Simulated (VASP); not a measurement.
# Al6Co5Ni in VASP: notebook

Runs on Al6Co5Ni. Level: PBE. Tasks: single point.

Everything below comes from runs of VASP 6.6.1. Logs are shortened: lines on timing, memory, paths and dates and some standing lists are left out, and cuts for length are marked.

**1. The cell of the first run**

The typed cell holds 12 atoms: a = 4.020 Å, b = 4.020 Å, c = 8.707 Å, α = 90.00°, β = 90.00°, γ = 90.00°.

**2. Single point, PBE, collinear spin, ferrimagnetic start**

The input, INCAR:

```
PREC = Accurate ; ENCUT = 520
EDIFF = 1E-6 ; ISMEAR = 0
SIGMA = 0.1 ; LREAL = F
LASPH = T ; NELM = 150
ALGO = Fast ; ISIF = 2
LWAVE = F ; LCHARG = F
ISPIN = 2 ; MAGMOM = 0 0 0 0 0 0 3 -3 -3 3 -3 -2
LORBIT = 11 ; LMAXMIX = 4
GGA = PE ; NBANDS = 52
```

The input, KPOINTS:

```
regular mesh
0
Gamma
  4 4 2
```

The input, POSCAR:

```
Al6Co5Ni
1.0
    4.0198685816      0.0000000000      0.0000000000
    0.0000000000      4.0198685816      0.0000000000
    0.0000000000      0.0000000000      8.7073060812
Al Co Ni
6 5 1
Direct
    0.0000000000      0.5000000000      0.8312987371
    0.0000000000      0.5000000000      0.1687147405
    0.0000000000      0.5000000000      0.5000004616
    0.5000000000      0.0000000000      0.8312987371
    0.5000000000      0.0000000000      0.1687147405
    0.5000000000      0.0000000000      0.5000004616
    0.0000000000      0.0000000000      0.6672524284
    0.0000000000      0.0000000000      0.0000044185
    0.0000000000      0.0000000000      0.3327553682
    0.5000000000      0.5000000000      0.6661350958
    0.5000000000      0.5000000000      0.3338751631
    0.5000000000      0.5000000000     -0.0000503526
```

Potentials or basis: VASP PAW PBE potentials, release 64 (Al, Co, Ni).

The run is started by

```console
$ cat potpaw_PBE.64/Al/POTCAR potpaw_PBE.64/Co/POTCAR potpaw_PBE.64/Ni/POTCAR > POTCAR
$ mpirun -np 1 vasp_std > vasp.out
```

OUTCAR:

```text
PREC = Accurate
   ENCUT = 520
   EDIFF = 1E-6
   ISMEAR = 0
   LREAL = F
   LASPH = T
   NELM = 150
   ISIF = 2
   ISPIN = 2
   LORBIT = 11
   GGA = PE

 ion  position               nearest neighbor table
   1  0.000  0.500  0.831-   7 2.47   7 2.47  10 2.47  10 2.47  12 2.49  12 2.49   8 2.49   8 2.49
                             4 2.84   4 2.84   4 2.84   4 2.84   3 2.88   2 2.94
   2  0.000  0.500  0.169-   9 2.47   9 2.47  11 2.47  11 2.47   8 2.49   8 2.49  12 2.49  12 2.49
                             5 2.84   5 2.84   5 2.84   5 2.84   3 2.88   1 2.94
   3  0.000  0.500  0.500-  11 2.48  11 2.48  10 2.48  10 2.48   9 2.48   9 2.48   7 2.48   7 2.48
                             6 2.84   6 2.84   6 2.84   6 2.84   2 2.88   1 2.88
   4  0.500  0.000  0.831-   7 2.47   7 2.47  10 2.47  10 2.47  12 2.49  12 2.49   8 2.49   8 2.49
                             1 2.84   1 2.84   1 2.84   1 2.84   6 2.88   5 2.94
   5  0.500  0.000  0.169-   9 2.47   9 2.47  11 2.47  11 2.47   8 2.49   8 2.49  12 2.49  12 2.49
                             2 2.84   2 2.84   2 2.84   2 2.84   6 2.88   4 2.94
   6  0.500  0.000  0.500-  11 2.48  11 2.48  10 2.48  10 2.48   9 2.48   9 2.48   7 2.48   7 2.48
                             3 2.84   3 2.84   3 2.84   3 2.84   5 2.88   4 2.88
   7  0.000  0.000  0.667-   1 2.47   4 2.47   1 2.47   4 2.47   3 2.48   3 2.48   6 2.48   6 2.48
                            10 2.84  10 2.84  10 2.84  10 2.84   8 2.90   9 2.91
   8  0.000  0.000  0.000-   1 2.49   4 2.49   1 2.49   4 2.49   2 2.49   2 2.49   5 2.49   5 2.49
                            12 2.84  12 2.84  12 2.84  12 2.84   9 2.90   7 2.90
   9  0.000  0.000  0.333-   2 2.47   5 2.47   2 2.47   5 2.47   3 2.48   3 2.48   6 2.48   6 2.48
                            11 2.84  11 2.84  11 2.84  11 2.84   8 2.90   7 2.91
  10  0.500  0.500  0.666-   1 2.47   4 2.47   4 2.47   1 2.47   3 2.48   6 2.48   6 2.48   3 2.48
                             7 2.84   7 2.84   7 2.84   7 2.84  11 2.89  12 2.91
  11  0.500  0.500  0.334-   2 2.47   5 2.47   5 2.47   2 2.47   3 2.48   6 2.48   6 2.48   3 2.48
                             9 2.84   9 2.84   9 2.84   9 2.84  10 2.89  12 2.91
  12  0.500  0.500  1.000-   1 2.49   4 2.49   4 2.49   1 2.49   2 2.49   5 2.49   5 2.49   2 2.49
                             8 2.84   8 2.84   8 2.84   8 2.84  10 2.91  11 2.91

  LATTYP: Found a simple tetragonal cell.
 ALAT       =     4.0198685816
 C/A-ratio  =     2.1660673488

  Lattice vectors:

 A1 = (   4.0198685816,   0.0000000000,   0.0000000000)
 A2 = (   0.0000000000,   4.0198685816,   0.0000000000)
 A3 = (   0.0000000000,   0.0000000000,   8.7073060812)

Analysis of symmetry for initial positions (statically):
=====================================================================
 Subroutine PRICEL returns:
 Original cell was already a primitive cell.

 Routine SETGRP: Setting up the symmetry group for a
 simple tetragonal supercell.

 Subroutine GETGRP returns: Found  8 space group operations
 (whereof  8 operations were pure point group operations)
 out of a pool of 16 trial point group operations.

The static configuration has the point symmetry C_4v.

Analysis of symmetry for dynamics (positions and initial velocities):
=====================================================================
 Subroutine PRICEL returns:
 Original cell was already a primitive cell.

 Routine SETGRP: Setting up the symmetry group for a
 simple tetragonal supercell.

 Subroutine GETGRP returns: Found  8 space group operations
 (whereof  8 operations were pure point group operations)
 out of a pool of 16 trial point group operations.

The dynamic configuration has the point symmetry C_4v.

Analysis of structural, dynamic, and magnetic symmetry:
=====================================================================
 Subroutine PRICEL returns:
 Original cell was already a primitive cell.

 Routine SETGRP: Setting up the symmetry group for a
 simple tetragonal supercell.

 Subroutine GETGRP returns: Found  8 space group operations
 (whereof  8 operations were pure point group operations)
 out of a pool of 16 trial point group operations.

The overall configuration has the point symmetry C_4v.

 Subroutine INISYM returns: Found  8 space group operations
 (whereof  8 operations are pure point group operations),
 and found     1 'primitive' translations

----------------------------------------------------------------------------------------

                                     Primitive cell

  volume of cell :     140.7043

  direct lattice vectors                    reciprocal lattice vectors
     4.019868582  0.000000000  0.000000000     0.248764351  0.000000000  0.000000000
     0.000000000  4.019868582  0.000000000     0.000000000  0.248764351  0.000000000
     0.000000000  0.000000000  8.707306081     0.000000000  0.000000000  0.114846083

  length of vectors
     4.019868582  4.019868582  8.707306081     0.248764351  0.248764351  0.114846083

  position of ions in fractional coordinates (direct lattice)
     0.000000000  0.500000000  0.831298737
     0.000000000  0.500000000  0.168714741
     0.000000000  0.500000000  0.500000462
     0.500000000  0.000000000  0.831298737
     0.500000000  0.000000000  0.168714741
     0.500000000  0.000000000  0.500000462
     0.000000000  0.000000000  0.667252428
     0.000000000  0.000000000  0.000004418
     0.000000000  0.000000000  0.332755368
     0.500000000  0.500000000  0.666135096
     0.500000000  0.500000000  0.333875163
[... 62 lines left out ...]
   ions per type =               6   5   1
   NGX,Y,Z   is equivalent  to a cutoff of  12.41, 12.41, 13.36 a.u.
   NGXF,Y,Z  is equivalent  to a cutoff of  24.81, 24.81, 26.73 a.u.
 SYSTEM =  unknown system
   PREC   = accura    normal or accurate (medium, high low for compatibility)
   ISTART =      0    job   : 0-new  1-cont  2-samecut
   ICHARG =      2    charge: 1-file 2-atom 10-const
   ISPIN  =      2    spin polarized calculation?
   LNONCOLLINEAR =      F non collinear calculations
   LSORBIT =      F    spin-orbit coupling
   LASPH  =      T    aspherical Exc in radial PAW
   ENCUT  =  520.0 eV  38.22 Ry    6.18 a.u.   7.47  7.47 16.19*2*pi/ulx,y,z
   NELM   =    150;   NELMIN=  2; NELMDL= -5     # of ELM steps
   EDIFF  = 0.1E-05   stopping-criterion for ELM
   LREAL  =      F    real-space projection
   EDIFFG = 0.1E-04   stopping-criterion for IOM
   NSW    =      0    number of steps for IOM
   IBRION =     -1    ionic relax: 0-MD 1-quasi-New 2-CG
   NFREE  =      0    steps in history (QN), initial steepest desc. (CG)
   ISIF   =      2    stress and relaxation
   ISYM   =      2    0-nonsym 1-usesym 2-fastsym
   POTIM  = 0.5000    time-step for ionic-motion
   TEBEG  =    0.0;   TEEND  =   0.0 temperature during run
   PSTRESS=    0.0 pullay stress
   NELECT =      73.0000    total number of electrons
   NUPDOWN=      -1.0000    fix difference up-down
   EMIN   =  10.00;   EMAX   =-10.00  energy-range for DOS
   EFERMI =   0.00;   METHOD = LEGACY
   ISMEAR =     0;   SIGMA  =   0.10  broadening in eV -4-tet -1-fermi 0-gaus
   EFERMI_NEDOS =   21; number of points for ismear=-14 and -15
   IALGO  =     68    algorithm
   IMIX   =      4    mixing-type and parameters
     AMIX     =   0.40;   BMIX     =  1.00
     AMIX_MAG =   1.60;   BMIX_MAG =  1.00
  volume/ion in A,a.u.               =      11.73        79.13
  Fermi-wavevector in a.u.,A,eV,Ry     =   1.315467  2.485872 23.544247  1.730453
  Thomas-Fermi vector in A             =   2.445648
   LORBIT       =     11    0 simple, 1 ext, 2 COOP (PROOUT), +10 PAW based schemes
   GGA     = PE    functional components
   LHFCALC =     F    Hartree Fock is set to
   AEXX    =    0.0000 exact exchange contribution
   IVDW    =     0    specifies the selected vdW correction
   LEPSILON=     F    determine dielectric tensor
   LRPA    =     F    only Hartree local field effects (RPA)
 spin polarized calculation
 RMM-DIIS sequential band-by-band and
 Gauss-broadening in eV      SIGMA  =   0.10
  energy-cutoff  :      520.00
  volume of cell :      140.70
 maximum number of plane-waves:      3833
 NGX is ok and might be reduce to    30
   NGX = 15   NGY = 15   NGZ = 33

 number of electron      72.9999964 magnetization      -0.7603308

 Free energy of the ion-electron system (eV)
  ---------------------------------------------------
  ext. energy  EPLUGINS =         0.00000000
  ---------------------------------------------------
  free energy    TOTEN  =       -70.33804055 eV

  energy without entropy =      -70.31265044  energy(sigma->0) =      -70.32534549

 E-fermi :  10.4002     XC(G=0): -12.1910

 val. band max:       10.3665176588   @ k =   0.2500   0.2500   0.5000
 cond. band min:      10.4010034576   @ k =   0.5000   0.5000   0.0000
 fundamental gap:      0.0344857988
 Fermi energy:        10.4002442387

 spin component 1

 k-point     1 :       0.0000    0.0000    0.0000
  band No.  band energies     occupation
      1      -0.6616      1.00000
      2       1.3046      1.00000
      3       1.3149      1.00000
      4       5.2409      1.00000
      5       6.0697      1.00000
      6       6.0780      1.00000
[... 601 lines left out ...]
     47      16.7892      0.00000
     48      16.7896      0.00000
 Fermi energy:        10.4002442387

 spin component 2

 k-point     1 :       0.0000    0.0000    0.0000
  band No.  band energies     occupation
      1      -0.6488      1.00000
      2       1.3164      1.00000
      3       1.3277      1.00000
      4       5.2188      1.00000
      5       6.0065      1.00000
      6       6.0343      1.00000
[... 601 lines left out ...]
     47      16.7851      0.00000
     48      16.7882      0.00000
 [bands above 48 left out]

------------------------ aborting loop because EDIFF is reached ----------------------------------------

  FORCE on cell =-STRESS in cart. coord.  units (eV):
  Direction    XX          YY          ZZ          XY          YZ          ZX
  --------------------------------------------------------------------------------------
  -------------------------------------------------------------------------------------
  Total       -0.0746232     -0.0746232     -0.4240401      0.0000000      0.0000000     -0.0000000
  in kB       -0.8497219     -0.8497219     -4.8284754      0.0000000      0.0000000     -0.0000000
  external PRESSURE =      -2.1759731 kB  Pullay stress =       0.0000000 kB

 VOLUME and BASIS-vectors are now :
 -----------------------------------------------------------------------------
  energy-cutoff  :      520.00
  volume of cell :      140.70
      direct lattice vectors                 reciprocal lattice vectors
     4.019868582  0.000000000  0.000000000     0.248764351  0.000000000  0.000000000
     0.000000000  4.019868582  0.000000000     0.000000000  0.248764351  0.000000000
     0.000000000  0.000000000  8.707306081     0.000000000  0.000000000  0.114846083

 POSITION                                       TOTAL-FORCE (eV/Angst)
 -----------------------------------------------------------------------------------
      0.00000      2.00993      7.23837        -0.000000     -0.000000     -0.002124
      0.00000      2.00993      1.46905        -0.000000     -0.000000      0.000047
      0.00000      2.00993      4.35366        -0.000000     -0.000000      0.000525
      2.00993      0.00000      7.23837        -0.000000     -0.000000     -0.002124
      2.00993      0.00000      1.46905        -0.000000     -0.000000      0.000047
      2.00993      0.00000      4.35366        -0.000000     -0.000000      0.000525
      0.00000      0.00000      5.80997        -0.000000     -0.000000     -0.010263
      0.00000      0.00000      0.00004        -0.000000     -0.000000      0.000138
      0.00000      0.00000      2.89740        -0.000000     -0.000000      0.009657
      2.00993      2.00993      5.80024         0.000000      0.000000     -0.009439
      2.00993      2.00993      2.90715        -0.000000      0.000000      0.009077
      2.00993      2.00993      8.70687        -0.000000      0.000000      0.003934
 -----------------------------------------------------------------------------------
    total drift:                                0.000000      0.000000     -0.000032

  FREE ENERGIE OF THE ION-ELECTRON SYSTEM (eV)
  ---------------------------------------------------
  free  energy   TOTEN  =       -70.3380405521 eV

  energy  without entropy=      -70.3126504355  energy(sigma->0) =      -70.32534549

 total charge

# of ion       s       p       d       tot
------------------------------------------
    1        0.392   0.422   0.000   0.814
    2        0.392   0.422   0.000   0.814
    3        0.393   0.423   0.000   0.816
    4        0.392   0.422   0.000   0.814
    5        0.392   0.422   0.000   0.814
    6        0.393   0.423   0.000   0.816
    7        0.432   0.502   7.500   8.435
    8        0.433   0.471   7.513   8.417
    9        0.432   0.503   7.500   8.435
   10        0.435   0.493   7.516   8.444
   11        0.435   0.493   7.516   8.444
   12        0.474   0.533   8.455   9.462
--------------------------------------------------
tot          4.995   5.529  46.001  56.525

 magnetization (x)

# of ion       s       p       d       tot
------------------------------------------
    1        0.001   0.002   0.000   0.003
    2        0.001   0.002   0.000   0.003
    3        0.001   0.003   0.000   0.004
    4        0.001   0.002   0.000   0.003
    5        0.001   0.002   0.000   0.003
    6        0.001   0.003   0.000   0.004
    7       -0.003   0.004  -0.230  -0.229
    8       -0.007   0.002  -0.354  -0.360
    9       -0.003   0.004  -0.230  -0.229
   10        0.000   0.003  -0.007  -0.004
   11        0.000   0.003  -0.007  -0.004
   12       -0.002   0.006  -0.047  -0.042
--------------------------------------------------
tot         -0.008   0.034  -0.874  -0.848
```

Wall time 5.9 min (1 thread of Intel Xeon Platinum 8259CL at 2.50GHz (Skylake/Cascade Lake), shared host); peak memory 0.36 GiB.

Results:

```yaml
Free_energy: -70.3380 eV
Pressure: -0.2 GPa
Largest_force: 0.010 eV/Å
Net_moment: -0.76 μB per cell
Site_moments: Al +0.00; Co -0.23, -0.36, -0.00 (each value once); Ni -0.04 μB
Valence_electrons_inside_the_program's_atomic_spheres: Al 0.81, 0.82 (each value once); Co 8.44, 8.42 (each value once); Ni 9.46
```

Forces on the atoms (eV/Å):
```
Al   0.000  0.000 -0.002
Al   0.000  0.000  0.000
Al   0.000  0.000  0.001
Al   0.000  0.000 -0.002
Al   0.000  0.000  0.000
Al   0.000  0.000  0.001
Co   0.000  0.000 -0.010
Co   0.000  0.000  0.000
Co   0.000  0.000  0.010
Co   0.000  0.000 -0.009
Co   0.000  0.000  0.009
Ni   0.000  0.000  0.004
```

Stress tensor (GPa, compression positive):
```
-0.08  0.00  0.00
 0.00 -0.08  0.00
 0.00  0.00 -0.48
```

Caveat: the k points lie up to 0.39 Å⁻¹ apart.

**3. Single point, PBE, collinear spin, ferrimagnetic start**

This run uses another cell than the first one, of 13.01 Å³/atom.

The input, INCAR:

```
PREC = Accurate
ENCUT = 520
EDIFF = 1E-6
ISMEAR = 0
SIGMA = 0.1
LREAL = False
LASPH = True
NELM = 150
ALGO = Normal
ISIF = 2
LWAVE = False
LCHARG = True
ISPIN = 2
MAGMOM = 0 0 0 0 0 0 3 -3 -3 3 -3 -2
LORBIT = 11
LMAXMIX = 4
GGA = PE
LELF = True
LVHAR = True
NBANDS = 52
```

KPOINTS is that of step 2.

The input, POSCAR:

```
Al6Co5Ni
1.0
    4.1903476400      0.0000000000      0.0000000000
    0.0000000000      4.1903476400      0.0000000000
    0.0000000000      0.0000000000      8.8890697000
Al Co Ni
6 5 1
Direct
    0.0000000000      0.5000000000      0.8333333300
    0.0000000000      0.5000000000      0.1666666700
    0.0000000000      0.5000000000      0.5000000000
    0.5000000000      0.0000000000      0.8333333300
    0.5000000000      0.0000000000      0.1666666700
    0.5000000000      0.0000000000      0.5000000000
    0.0000000000      0.0000000000      0.6666666700
    0.0000000000      0.0000000000      0.0000000000
    0.0000000000      0.0000000000      0.3333333300
    0.5000000000      0.5000000000      0.6666666700
    0.5000000000      0.5000000000      0.3333333300
    0.5000000000      0.5000000000      0.0000000000
```

Potentials or basis: VASP PAW PBE potentials, release 64 (Al, Co, Ni).

The run is started by

```console
$ cat potpaw_PBE.64/Al/POTCAR potpaw_PBE.64/Co/POTCAR potpaw_PBE.64/Ni/POTCAR > POTCAR
$ mpirun -np 1 vasp_std > vasp.out
```

Run time: 9 min. Hardware: 1 thread of Intel Xeon Platinum 8259CL at 2.50GHz (Skylake/Cascade Lake), shared host; peak memory 0.38 GiB.

Results (log left out):

* Free energy: -69.5511 eV
* Pressure: -14.3 GPa
* Largest force: 0.227 eV/Å
* Net moment: -0.89 μB per cell
* Site moments: Al +0.00, +0.01 (each value once); Co -0.09, -0.58, -0.47, +0.33, -0.15; Ni -0.07 μB
* Valence electrons inside the program's atomic spheres: Al 0.76; Co 8.25, 8.26, 8.24 (each value once); Ni 9.31

Forces on the atoms (eV/Å):
```
Al   0.000  0.000 -0.175
Al   0.000  0.000  0.227
Al   0.000  0.000 -0.050
Al   0.000  0.000 -0.175
Al   0.000  0.000  0.227
Al   0.000  0.000 -0.050
Co   0.000  0.000  0.107
Co   0.000  0.000 -0.038
Co   0.000  0.000 -0.072
Co   0.000  0.000  0.023
Co   0.000  0.000 -0.021
Ni   0.000  0.000 -0.002
```

Stress tensor (GPa, compression positive):
```
-14.64   0.00   0.00
  0.00 -14.64   0.00
  0.00   0.00 -13.70
```

Levels at points of the mesh, in eV from the Fermi level:
Spin up:
```tsv
k point	band 33	band 34	band 35	band 36	band 37	band 38	band 39	band 40
(0.00, 0.00, 0.00)	-0.30	-0.20	0.17	0.48	0.65	0.98	0.98	1.03
(0.50, 0.00, 0.00)	-0.97	-0.94	-0.87	-0.83	1.32	1.35	1.57	1.60
(0.50, 0.50, 0.00)	-1.03	-1.03	-0.58	-0.58	-0.11	-0.05	0.00	0.13
(0.00, 0.00, 0.50)	-0.43	-0.30	-0.29	-0.20	0.17	0.39	1.98	2.23
(0.50, 0.00, 0.50)	-1.03	-1.03	-0.63	-0.46	-0.03	0.54	1.85	2.06
(0.50, 0.50, 0.50)	-0.86	-0.86	-0.67	-0.67	-0.31	-0.11	-0.03	0.16
```
Spin down:
```tsv
k point	band 35	band 36	band 37	band 38	band 39	band 40
(0.00, 0.00, 0.00)	-0.03	0.13	0.49	0.96	0.96	1.01
(0.50, 0.00, 0.00)	-1.06	-1.06	1.29	1.35	1.36	1.39
(0.50, 0.50, 0.00)	-0.67	-0.67	-0.66	-0.50	-0.15	-0.11
(0.00, 0.00, 0.50)	-0.42	-0.42	-0.08	-0.03	1.83	2.15
(0.50, 0.00, 0.50)	-0.63	-0.58	-0.06	0.05	1.82	1.89
(0.50, 0.50, 0.50)	-0.74	-0.74	-0.70	-0.56	-0.26	-0.13
```

Caveat: the k points lie up to 0.37 Å⁻¹ apart.
